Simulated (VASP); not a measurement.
Runs of VASP 6.6.1 on NiSb. The structure is that of space group P6_3/mmc (No. 194), or close to it. The cells are those of the table. 

| cell | gap on the mesh (eV) | pressure (GPa) |
| --- | --- | --- |
| a = 3.916, b = 3.916, c = 5.070 Å, angles 90.0, 90.0, 120.0°, 4 atoms | none | 0.1 |
| a = 3.877, b = 3.877, c = 5.116 Å, angles 90.0, 90.0, 120.0°, 4 atoms | none | (a) |
| a = 3.955, b = 3.955, c = 5.040 Å, angles 90.0, 90.0, 120.0°, 4 atoms | none | (b) |
| a = 3.994, b = 3.994, c = 4.985 Å, angles 90.0, 90.0, 120.0°, 4 atoms | none | -2.7 |
| a = 3.955, b = 3.955, c = 5.027 Å, angles 90.0, 90.0, 120.0°, 4 atoms | none | -1.3 |

Alike in all rows: task single point; level PBEsol; potentials or basis VASP PAW PBE potentials, release 64 (Ni, Sb); no spin polarisation; k mesh 18 × 18 × 10; cutoff (eV) 520; smearing gaussian 0.1 eV.

Question: Estimate the missing entries.

Answer: (a) 1.6; (b) -1.7.

Caveats: the PAW data sets were made with another functional, which shifts forces and pressure a little; spin-orbit coupling is left out, which moves the levels of the heavy elements.

A k mesh can miss the band edges, and the runs leave out spin-orbit coupling on Sb.

A gap of «none» marks levels without a gap at the run's occupations.
